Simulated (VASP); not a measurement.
Runs of VASP 6.6.1 on WC. The structure is that of space group P-6m2 (No. 187), or close to it. The cells are those of the table. 

| task | level | potentials or basis | cell | cutoff (eV) | second run | gap on the mesh (eV) | pressure (GPa) |
| --- | --- | --- | --- | --- | --- | --- | --- |
| single point | PBE | VASP PAW PBE potentials, release 64 (W_sv, C) | a = 2.929, b = 2.929, c = 2.857 Å, angles 90.0, 90.0, 120.0°, 2 atoms | 520 | - | none | (b) |
| single point | PBE | VASP PAW PBE potentials, release 64 (W_sv, C) | a = 2.881, b = 2.881, c = 2.810 Å, angles 90.0, 90.0, 120.0°, 2 atoms | 520 | - | none | 18.5 |
| single point | PBEsol | VASP PAW PBE potentials, release 64 (W_sv, C) | a = 2.901, b = 2.901, c = 2.829 Å, angles 90.0, 90.0, 120.0°, 2 atoms | 520 | - | none | 0.4 |
| electric field gradients | PBE | VASP PAW PBE potentials, release 64 (W_sv, C) | a = 2.881, b = 2.881, c = 2.810 Å, angles 90.0, 90.0, 120.0°, 2 atoms | 520 | - | none | 18.5 |
| electric field gradients | PBE | VASP PAW PBE potentials, release 64 (W_sv, C) | a = 2.842, b = 2.842, c = 2.829 Å, angles 90.0, 90.0, 120.0°, 2 atoms | 520 | - | none | 27.5 |
| single point | PBE | VASP PAW PBE potentials, release 64 (W_sv, C) | a = 2.957, b = 2.957, c = 2.884 Å, angles 90.0, 90.0, 120.0°, 2 atoms | 520 | - | none | (c) |
| electric field gradients | PBE | VASP PAW PBE potentials, release 64 (W_sv, C) | a = 2.842, b = 2.842, c = 2.772 Å, angles 90.0, 90.0, 120.0°, 2 atoms | 520 | - | none | (a) |
| electric field gradients | PBE | VASP PAW PBE potentials, release 64 (W_sv, C) | a = 2.910, b = 2.910, c = 2.838 Å, angles 90.0, 90.0, 120.0°, 2 atoms | 520 | - | none | 5.4 |
| electric field gradients | PBE | VASP PAW PBE potentials, release 64 (W_sv, C) | a = 2.901, b = 2.901, c = 2.829 Å, angles 90.0, 90.0, 120.0°, 2 atoms | 520 | - | none | 9.6 |
| electric field gradients | PBE | VASP PAW PBE potentials, release 64 (W_sv, C_h) | a = 2.901, b = 2.901, c = 2.829 Å, angles 90.0, 90.0, 120.0°, 2 atoms | 910 | hard_potentials | none | 9.4 |

Alike in all rows: no spin polarisation; k mesh 13 × 13 × 12; smearing fermi-dirac 0.05 eV.

Task: Estimate the missing entries.

Result: (a) 39.3; (b) -2.3; (c) -12.5.

Caveats: spin-orbit coupling is left out, which moves the levels of the heavy elements; the PAW data sets were made with another functional, which shifts forces and pressure a little (some runs); the cutoff is under 1.25 times the usual one of these potentials, so pressure, stress and relaxed cells hold a basis-set (Pulay) error (some runs).

A k mesh can miss the band edges, and the runs leave out spin-orbit coupling on W.

A gap of «none» marks levels without a gap at the run's occupations.
